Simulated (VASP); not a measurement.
Input of a VASP 6.6.1 run:

Contents of INCAR:

```
ALGO = Normal ; EDIFF = 1E-7
ENCUT = 520 ; GGA = PE
ISIF = 2 ; ISMEAR = -1
LASPH = T ; LCHARG = F
LREAL = F ; LWAVE = F
NBANDS = 50 ; NELM = 80
PREC = Accurate ; SIGMA = 0.1
```

File KPOINTS:

```
k-points
0
Gamma
  5 5 5
```

The input POSCAR:

```
Pd
1.0
    5.0179995986      0.0000000000      0.0000000000
    0.0000000000      5.0179995986      0.0000000000
    0.0000000000      0.0000000000      5.0179995986
Pd
8
Direct
    1.0000000000      0.0000000000      1.0000000000
    0.5000000000      0.5000000000      0.5000000000
    0.2500000000      1.0000000000      0.5000000000
    0.7500000000      0.0000000000      0.5000000000
    0.5000000000      0.2500000000      1.0000000000
    0.5000000000      0.7500000000      1.0000000000
    0.0000000000      0.5000000000      0.2500000000
    1.0000000000      0.5000000000      0.7500000000
```

Potentials or basis: VASP PAW PBE potentials, release 64 (Pd).

Run with:

```console
$ cat potpaw_PBE.64/Pd/POTCAR > POTCAR
$ mpirun -np 1 vasp_std > vasp.out
```

Q: What does it give for the band gap on the k mesh?

A: Zero (band 40 reaches 8.72 eV, above the bottom of band 41 at 8.50 eV).

Q: What does it give for the pressure?

A: -0.4 GPa.
